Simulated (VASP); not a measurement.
# Ir (I4/mmm) in VASP: a series of runs, part 2 of 2

VASP 6.6.1.

### 5 Single point, LDA (14.57 Å³/atom)

This run uses another cell than the first one, of 14.57 Å³/atom.

The input, INCAR:

```
PREC = Accurate
ENCUT = 560
EDIFF = 1E-6
ISMEAR = 0
SIGMA = 0.15
LREAL = F
LASPH = T
NELM = 120
ALGO = Normal
ISIF = 2
LWAVE = F
LCHARG = F
GGA = CA
NBANDS = 14
GGA_COMPAT = F
```

The input, KPOINTS:

```
Automatic mesh
0
Gamma
  22 22 22
```

The input, POSCAR:

```
Ir
1.0
    0.0000000000      1.8414052247      2.1489198972
    1.8414052247      0.0000000000      2.1489198972
    1.8414052247      1.8414052247      0.0000000000
Ir
1
Direct
    0.0000000000      0.0000000000      0.0000000000
```

Potentials or basis: VASP PAW LDA potentials, release 64 (Ir_sv_GW).

Command:

```
$ cat potpaw_LDA.64/Ir_sv_GW/POTCAR > POTCAR
$ mpirun -np 1 vasp_std > vasp.out
```

OUTCAR:

```text
PREC = Accurate
   ENCUT = 560
   EDIFF = 1E-6
   ISMEAR = 0
   LREAL = F
   LASPH = T
   NELM = 120
   ISIF = 2
   GGA = CA

 ion  position               nearest neighbor table
   1  0.000  0.000  0.000-

  LATTYP: Found a body centered tetragonal cell.
 ALAT       =     2.6041402426
 C/A-ratio  =     1.6503872273

  Lattice vectors:

 A1 = (  -1.8414052247,   0.0000000000,   2.1489198972)
 A2 = (   1.8414052247,   0.0000000000,   2.1489198972)
 A3 = (   0.0000000000,   1.8414052247,  -2.1489198972)

Analysis of symmetry for initial positions (statically):
=====================================================================
 Subroutine PRICEL returns:
 Original cell was already a primitive cell.

 Routine SETGRP: Setting up the symmetry group for a
 body centered tetragonal supercell.

 Subroutine GETGRP returns: Found 16 space group operations
 (whereof 16 operations were pure point group operations)
 out of a pool of 16 trial point group operations.

The static configuration has the point symmetry D_4h.

Analysis of symmetry for dynamics (positions and initial velocities):
=====================================================================
 Subroutine PRICEL returns:
 Original cell was already a primitive cell.

 Routine SETGRP: Setting up the symmetry group for a
 body centered tetragonal supercell.

 Subroutine GETGRP returns: Found 16 space group operations
 (whereof 16 operations were pure point group operations)
 out of a pool of 16 trial point group operations.

The dynamic configuration has the point symmetry D_4h.

 Subroutine INISYM returns: Found 16 space group operations
 (whereof 16 operations are pure point group operations),
 and found     1 'primitive' translations

----------------------------------------------------------------------------------------

                                     Primitive cell

  volume of cell :      14.5730

  direct lattice vectors                    reciprocal lattice vectors
     0.000000000  1.841405225  2.148919897    -0.271531759  0.271531759  0.232675029
     1.841405225  0.000000000  2.148919897     0.271531759 -0.271531759  0.232675029
     1.841405225  1.841405225  0.000000000     0.271531759  0.271531759 -0.232675029

  length of vectors
     2.829952283  2.829952283  2.604140243     0.448995169  0.448995169  0.448995169

  position of ions in fractional coordinates (direct lattice)
     0.000000000  0.000000000  0.000000000

  ion indices of the primitive-cell ions
   primitive index   ion index
                 1           1

----------------------------------------------------------------------------------------

 KPOINTS: Automatic mesh

Automatic generation of k-mesh.
 Grid dimensions read from file:
 generate k-points for:   22   22   22

 Generating k-lattice:

  Cartesian coordinates                     Fractional coordinates (reciprocal lattice)
    -0.012342353  0.012342353  0.010576138     0.045454545  0.000000000  0.000000000
     0.012342353 -0.012342353  0.010576138     0.000000000  0.045454545  0.000000000
     0.012342353  0.012342353 -0.010576138    -0.000000000 -0.000000000  0.045454545

  Length of vectors
     0.020408871  0.020408871  0.020408871

  Shift w.r.t. Gamma in fractional coordinates (k-lattice)
     0.000000000  0.000000000  0.000000000

 Subroutine IBZKPT returns following result:
 ===========================================

 Found    834 irreducible k-points:

 Following reciprocal coordinates:
            Coordinates               Weight
  0.000000  0.000000  0.000000      1.000000
  0.045455  0.000000  0.000000      8.000000
  0.090909  0.000000  0.000000      8.000000
  0.136364  0.000000  0.000000      8.000000
  0.181818  0.000000  0.000000      8.000000
  0.227273  0.000000  0.000000      8.000000
[... 16 lines left out ...]
  0.500000  0.045455  0.000000      8.000000
 -0.454545  0.045455  0.000000      8.000000
 [... further k-points ...]
   k-points           NKPTS =    834   k-points in BZ     NKDIM =    834   number of bands    NBANDS=     14
   number of dos      NEDOS =    301   number of ions     NIONS =      1
   total plane-waves  NPLWV =  11520
   dimension x,y,z NGX =    24 NGY =   24 NGZ =   20
   dimension x,y,z NGXF=    48 NGYF=   48 NGZF=   40
   ions per type =               1
   NGX,Y,Z   is equivalent  to a cutoff of  14.10, 14.10, 12.77 a.u.
   NGXF,Y,Z  is equivalent  to a cutoff of  28.20, 28.20, 25.54 a.u.
 SYSTEM =  unknown system
   PREC   = accura    normal or accurate (medium, high low for compatibility)
   ISTART =      0    job   : 0-new  1-cont  2-samecut
   ICHARG =      2    charge: 1-file 2-atom 10-const
   ISPIN  =      1    spin polarized calculation?
   LNONCOLLINEAR =      F non collinear calculations
   LSORBIT =      F    spin-orbit coupling
   LASPH  =      T    aspherical Exc in radial PAW
   ENCUT  =  560.0 eV  41.16 Ry    6.42 a.u.   5.46  5.46  5.02*2*pi/ulx,y,z
   NELM   =    120;   NELMIN=  2; NELMDL= -5     # of ELM steps
   EDIFF  = 0.1E-05   stopping-criterion for ELM
   LREAL  =      F    real-space projection
[... 7 lines left out ...]
   TEBEG  =    0.0;   TEEND  =   0.0 temperature during run
   PSTRESS=    0.0 pullay stress
   NELECT =      17.0000    total number of electrons
   NUPDOWN=      -1.0000    fix difference up-down
   EMIN   =  10.00;   EMAX   =-10.00  energy-range for DOS
   EFERMI =   0.00;   METHOD = LEGACY
   ISMEAR =     0;   SIGMA  =   0.15  broadening in eV -4-tet -1-fermi 0-gaus
   EFERMI_NEDOS =   21; number of points for ismear=-14 and -15
   IALGO  =     38    algorithm
   IMIX   =      4    mixing-type and parameters
     AMIX     =   0.40;   BMIX     =  1.00
     AMIX_MAG =   1.60;   BMIX_MAG =  1.00
  volume/ion in A,a.u.               =      14.57        98.34
  Fermi-wavevector in a.u.,A,eV,Ry     =   1.723355  3.256669 40.408669  2.969953
  Thomas-Fermi vector in A             =   2.799248
   LORBIT       =      0    0 simple, 1 ext, 2 COOP (PROOUT), +10 PAW based schemes
   GGA     = CA    functional components
   LHFCALC =     F    Hartree Fock is set to
   AEXX    =    0.0000 exact exchange contribution
   IVDW    =     0    specifies the selected vdW correction
   LEPSILON=     F    determine dielectric tensor
   LRPA    =     F    only Hartree local field effects (RPA)
 non-spin polarized calculation
 Gauss-broadening in eV      SIGMA  =   0.15
  energy-cutoff  :      560.00
  volume of cell :       14.57
 maximum number of plane-waves:       453
 NGX is ok and might be reduce to    24
   NGX = 11   NGY = 11   NGZ =  9

 number of electron      17.0000000 magnetization

 Free energy of the ion-electron system (eV)
  ---------------------------------------------------
  ext. energy  EPLUGINS =         0.00000000
  ---------------------------------------------------
  free energy    TOTEN  =       -10.62703230 eV

  energy without entropy =      -10.61449376  energy(sigma->0) =      -10.62076303

 E-fermi :  12.0521     XC(G=0): -14.5862

 val. band max:       12.0509272431   @ k =   0.3636   0.0455   0.2727
 cond. band min:      12.0537779642   @ k =  -0.2727   0.3182   0.0909
 fundamental gap:      0.0028507211
 Fermi energy:        12.0520533765

 k-point     1 :       0.0000    0.0000    0.0000
  band No.  band energies     occupation
      1     -80.3296      2.00000
      2     -37.0961      2.00000
      3     -36.9741      2.00000
      4     -36.9741      2.00000
      5       1.3160      2.00000
      6       7.0617      2.00000
      7       9.2220      2.00000
      8       9.2220      2.00000
      9       9.4457      2.00000
     10      12.1994      0.16477
     11      26.2076      0.00000
     12      28.4749      0.00000
     13      32.6416      0.00000
     14      32.6416      0.00000
[... 375 lines left out ...]
 k-point    24 :      -0.4545    0.0455    0.0000
  band No.  band energies     occupation
      1     -80.2666      2.00000
      2     -37.7753      2.00000
      3     -37.2364      2.00000
      4     -36.9958      2.00000
      5       4.4037      2.00000
      6       7.3274      2.00000
      7       9.3367      2.00000
      8      11.0037      2.00000
      9      12.4664      0.00009
     10      13.7454      0.00000
     11      19.4325      0.00000
     12      25.0365      0.00000
     13      30.3636      0.00000
     14      32.6420      0.00000

 [... further k-points ...]

------------------------ aborting loop because EDIFF is reached ----------------------------------------

  FORCE on cell =-STRESS in cart. coord.  units (eV):
  Direction    XX          YY          ZZ          XY          YZ          ZX
  --------------------------------------------------------------------------------------
  -------------------------------------------------------------------------------------
  Total        0.3170480      0.3170480     -4.1558080      0.0000000      0.0000000      0.0000000
  in kB       34.8567319     34.8567319   -456.8957226      0.0000000      0.0000000      0.0000000
  external PRESSURE =    -129.0607530 kB  Pullay stress =       0.0000000 kB

 VOLUME and BASIS-vectors are now :
 -----------------------------------------------------------------------------
  energy-cutoff  :      560.00
  volume of cell :       14.57
      direct lattice vectors                 reciprocal lattice vectors
     0.000000000  1.841405225  2.148919897    -0.271531759  0.271531759  0.232675029
     1.841405225  0.000000000  2.148919897     0.271531759 -0.271531759  0.232675029
     1.841405225  1.841405225  0.000000000     0.271531759  0.271531759 -0.232675029

 POSITION                                       TOTAL-FORCE (eV/Angst)
 -----------------------------------------------------------------------------------
      0.00000      0.00000      0.00000        -0.000000      0.000000      0.000000
 -----------------------------------------------------------------------------------
    total drift:                                0.000000      0.000000      0.000000

  FREE ENERGIE OF THE ION-ELECTRON SYSTEM (eV)
  ---------------------------------------------------
  free  energy   TOTEN  =       -10.6270322957 eV

  energy  without entropy=      -10.6144937633  energy(sigma->0) =      -10.62076303
```

OSZICAR:

```text
N       E                     dE             d eps       ncg     rms          rms(c)
DAV:   1     0.115808095037E+03    0.11581E+03   -0.11897E+04 23922   0.133E+03
DAV:   2    -0.100913308620E+02   -0.12590E+03   -0.12061E+03 29214   0.401E+02
DAV:   3    -0.118689450986E+02   -0.17776E+01   -0.17711E+01 26166   0.452E+01
DAV:   4    -0.118717837159E+02   -0.28386E-02   -0.28385E-02 28008   0.220E+00
DAV:   5    -0.118717897907E+02   -0.60748E-05   -0.60768E-05 26238   0.962E-02    0.695E+01
DAV:   6    -0.107276615864E+02    0.11441E+01   -0.15737E+00 23964   0.130E+01    0.373E+01
DAV:   7    -0.106441338163E+02    0.83528E-01   -0.38240E-01 26952   0.590E+00    0.762E+00
DAV:   8    -0.106272481171E+02    0.16886E-01   -0.63179E-02 23556   0.310E+00    0.680E-01
DAV:   9    -0.106271703602E+02    0.77757E-04   -0.69654E-04 26382   0.331E-01    0.306E-01
DAV:  10    -0.106270344852E+02    0.13588E-03   -0.25507E-04 25806   0.229E-01    0.229E-01
DAV:  11    -0.106270323169E+02    0.21683E-05   -0.59104E-06 26664   0.319E-02    0.494E-02
DAV:  12    -0.106270322957E+02    0.21142E-07   -0.16232E-07 12498   0.444E-03
   1 F= -.10627032E+02 E0= -.10620763E+02  d E =-.125385E-01
```

It took 85 s on 1 thread of Intel Xeon Platinum 8259CL at 2.50GHz (Skylake/Cascade Lake), shared host; peak memory 0.3 GiB.

What came out:

```yaml
Free_energy: -10.6270 eV
Pressure: -12.9 GPa
Band_gap_on_the_k_mesh: zero (an odd number of electrons rules out a gap without spin polarisation)
```

Caveat: the stress differs along the axes, from -46 to 3 GPa; spin-orbit coupling is left out, which moves the levels of the heavy elements.

### 6 The runs side by side

| cell | gap on the mesh (eV) | pressure (GPa) |
| --- | --- | --- |
| a = 2.733, b = 2.733, c = 2.837 Å, angles 58.7, 58.7, 62.5°, 1 atom | none | -24.9 |
| a = 2.664, b = 2.664, c = 2.765 Å, angles 58.7, 58.7, 62.5°, 1 atom | none | 1.2 |
| a = 2.627, b = 2.627, c = 2.911 Å, angles 56.4, 56.4, 67.3°, 1 atom | none | 8.8 |
| a = 2.830, b = 2.830, c = 2.604 Å, angles 62.6, 62.6, 54.8°, 1 atom | none | -12.9 |

Alike in all rows: task single point; level LDA; potentials or basis VASP PAW LDA potentials, release 64 (Ir_sv_GW); no spin polarisation; k mesh 22 × 22 × 22; cutoff (eV) 560; smearing gaussian 0.15 eV.

Caveats: spin-orbit coupling is left out, which moves the levels of the heavy elements; the stress differs along the axes, from -33 to -9 GPa (at least some runs); the stress differs along the axes, from -8 to 20 GPa (at least some runs); the stress differs along the axes, from -9 to 45 GPa (at least some runs); the stress differs along the axes, from -46 to 3 GPa (at least some runs).

Absolute energies hang on the potentials; compare differences alone.
